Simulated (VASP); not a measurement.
Runs of VASP 6.6.1 on ZnS. The structure is that of space group P4/mmm (No. 123), or close to it. The cells are those of the table. 

```csv
task,cell,k mesh,cutoff (eV),gap on the mesh (eV),pressure (GPa),relaxed volume (Å³/atom)
relaxation of cell and atoms,"relaxed from a = 3.439, b = 3.439, c = 2.752 Å, 2 atoms",6 × 6 × 6,600,none,0.1,(a)
single point,"a = 3.335, b = 3.335, c = 2.926 Å, 2 atoms",6 × 6 × 6,520,none,0.1,-
single point,"a = 3.439, b = 3.439, c = 2.752 Å, 2 atoms",6 × 6 × 4,520,none,0.0,-
single point,"a = 3.321, b = 3.321, c = 4.222 Å, 2 atoms",6 × 6 × 4,520,none,-11.1,-
single point,"a = 3.309, b = 3.309, c = 2.985 Å, 2 atoms",16 × 16 × 18,520,none,0.1,-
relaxation of cell and atoms,"relaxed from a = 3.335, b = 3.335, c = 2.926 Å, 2 atoms",16 × 16 × 18,600,none,0.0,16.32
relaxation of cell and atoms,"relaxed from a = 3.321, b = 3.321, c = 4.222 Å, 2 atoms",6 × 6 × 4,600,none,0.0,16.29
```

Alike in all rows: level PBE; potentials or basis VASP PAW PBE potentials, release 64 (Zn, S); no spin polarisation; smearing gaussian 0.1 eV.

Question: Estimate the missing entries.

Answer: (a) 16.28.

Caveats: some runs use coarse meshes; the volume moved by over 15 % at a fixed basis, so the end points are rough (some runs).

A gap of «none» marks levels without a gap at the run's occupations.
